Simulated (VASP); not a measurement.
## Au: single point with r2SCAN

The system is Au.

```
Au
1.0
     0.00000    2.01993    2.04550
     2.07107    0.00000    2.04550
     2.07107    2.01993    0.00000
Au
1
Direct
  0.00000 0.00000 0.00000
```

This cell differs from its parent crystal: strain +0.0125 x Voigt [1, -1, 0, 0, 0, 0].

| Item | Value |
| --- | --- |
| Program | VASP 6.6.1 |
| Task | single point |
| Functional | r2SCAN |
| Potentials or basis | VASP PAW PBE potentials, release 64 (Au) |
| Cutoff | 520 eV |
| k mesh | 14 × 14 × 14 |
| Occupations | gaussian, width 0.15 eV |
| Spin | no spin polarisation |
| Dipole correction | no |
| Further INCAR settings | ALGO = Normal; EDIFF = 1e-06; NBANDS = 12 |

The pressure is 4.3 GPa.

Stress tensor (GPa, compression positive):
```
4.05 0.00 0.00
0.00 4.62 0.00
0.00 0.00 4.33
```

Levels at points of the mesh, in eV from the Fermi level:
```csv
k point,band 2,band 3,band 4,band 5,band 6,band 7,band 8,band 9
"(0.00, 0.00, 0.00)",-4.99,-4.88,-4.76,-3.47,-3.25,15.38,19.24,19.44
"(0.50, 0.00, 0.00)",-5.02,-4.83,-2.17,-2.07,-0.73,3.20,14.83,17.71
"(0.50, 0.50, 0.00)",-6.97,-2.18,-1.87,-1.69,1.24,6.03,10.55,10.59
"(0.50, 0.00, 0.50)",-6.97,-2.18,-1.82,-1.72,1.47,6.33,10.33,10.34
"(0.00, 0.50, 0.50)",-6.98,-2.17,-1.83,-1.75,1.03,5.72,10.78,10.81
```

Wall time 10 min on 1 thread of AMD EPYC 7R43 64-Core Processor (Zen 3), on a shared host, peak memory 0.18 GiB.

Caveat: the cell differs from its parent crystal (strain +0.0125 x Voigt [1, -1, 0, 0, 0, 0]); the PAW data sets were made with another functional, which shifts forces and pressure a little; spin-orbit coupling is left out, which moves the levels of the heavy elements.
